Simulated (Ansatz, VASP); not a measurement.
**Two plane-wave programs on TePt**

File INCAR:

```
PREC     = Accurate       # precision mode
ENCUT    = 520            # plane-wave cutoff, eV
EDIFF    = 1E-6           # SCF threshold, eV
ISMEAR   = 0              # smearing method
SIGMA    = 0.15           # smearing width, eV
LREAL    = F              # projectors in reciprocal space
LASPH    = T              # aspherical terms in the spheres
NELM     = 100            # most SCF steps
ALGO     = Normal         # electronic algorithm
ISIF     = 2              # what is computed and relaxed
LWAVE    = F              # write WAVECAR
LCHARG   = F              # write CHGCAR
NBANDS   = 24             # bands
```

Contents of KPOINTS:

```
regular mesh
0
Gamma
  12 12 8
```

POSCAR

```
TePt
1.0
    4.3073750233      0.0000000000      0.0000000000
   -2.1536875117      3.7302961938      0.0000000000
    0.0000000000      0.0000000000      5.6470759316
Te Pt
2 2
Direct
    0.3333333333      0.6666666667      0.2500000000
    0.6666666667      0.3333333333      0.7500000000
    0.0000000000      0.0000000000      0.0000000000
    0.0000000000      0.0000000000      0.5000000000
```

Input for Ansatz:

```yaml
crystal:
  lattice:
    - [4.3073750233, 0.0, 0.0]
    - [-2.1536875117, 3.7302961938, 0.0]
    - [0.0, 0.0, 5.6470759316]
  atoms:
    - { symbol: Te, position: [0.3333333333, 0.6666666667, 0.25] }
    - { symbol: Te, position: [0.6666666667, 0.3333333333, 0.75] }
    - { symbol: Pt, position: [0.0, 0.0, 0.0] }
    - { symbol: Pt, position: [0.0, 0.0, 0.5] }
basis:
  ecutwfc: 420
kpoints:
  mp_grid: { grid: [12, 12, 8] }
hamiltonian:
  xc: lda
  pseudopotentials: { kind: paw, azcp: { folder: soft_1 } }
scf:
  occupations: { method: gaussian, width: 0.15 }
  lower_state_search: "off"
output:
  forces: true
  stress: true
  eigenvalues: true
```

Alike in both runs: task single point; functional LDA; k mesh 12 × 12 × 8; occupations gaussian, width 0.15 eV; no spin polarisation.

```csv
,VASP,Ansatz
version,VASP 6.6.1,Ansatz 0.2.0
potentials or method,"VASP PAW LDA potentials, release 64 (Te, Pt), cutoff 520 eV","scalar-relativistic, plane waves, PAW"
valence electrons in the cell,32,68
```

|  | VASP | Ansatz | Ansatz less VASP |
| --- | --- | --- | --- |
| gap on the k mesh at the Fermi level (eV) | none | none | - |
| pressure (GPa) | -9.1 | -9.2 | -0.14 |
| traceless stress, the component that is largest in VASP (GPa) | -0.41 | -0.54 | -0.127 |

Ansatz warns that its potentials were made for another functional, while VASP's fit it. LDA's correlation is that of Perdew and Zunger in VASP and of Perdew and Wang (1992) in Ansatz. A gap of «none» marks a metal or a gap that the smearing closes. VASP's potentials hold 32 valence electrons a cell and Ansatz's 68, so a difference there can come from the potentials and not from the codes.

Neither program's run includes spin-orbit coupling.
